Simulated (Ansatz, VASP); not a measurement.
# One calculation of AgPtBr5, two programs

```
Ag Pt Br
1.0
     4.38217    0.00000    0.00000
     0.00000    4.38217    0.00000
     0.00000    0.00000   10.95281
Ag Pt Br
1 1 5
Direct
  0.50000 0.50000 0.00000
  0.00000 0.00000 0.50000
  0.50000 0.00000 0.65058
  0.00000 0.50000 0.65058
  0.50000 0.00000 0.34942
  0.00000 0.50000 0.34942
  0.00000 0.00000 0.00000
```

Alike in both runs: functional PBE; k mesh 8 × 8 × 4; occupations gaussian, width 0.1 eV; no spin polarisation.

Ansatz relaxed the structure, and its values are those at the end. VASP's run is a single point on that final structure, the one shown.

|  | VASP | Ansatz |
| --- | --- | --- |
| version | VASP 6.6.1 | Ansatz 0.2.0 |
| potentials or method | VASP PAW PBE potentials, release 64 (Ag, Pt, Br), cutoff 520 eV | scalar-relativistic, plane waves, PAW |
| valence electrons in the cell | 56 | 72 |

|  | VASP | Ansatz | Ansatz less VASP |
| --- | --- | --- | --- |
| gap on the k mesh at the Fermi level (eV) | none | none | - |
| pressure (GPa) | 0.0 | 0.0 | +0.04 |

A gap of «none» marks a metal or a gap that the smearing closes. VASP's potentials hold 56 valence electrons a cell and Ansatz's 72, so a difference there can come from the potentials and not from the codes.

Neither program's run includes spin-orbit coupling.
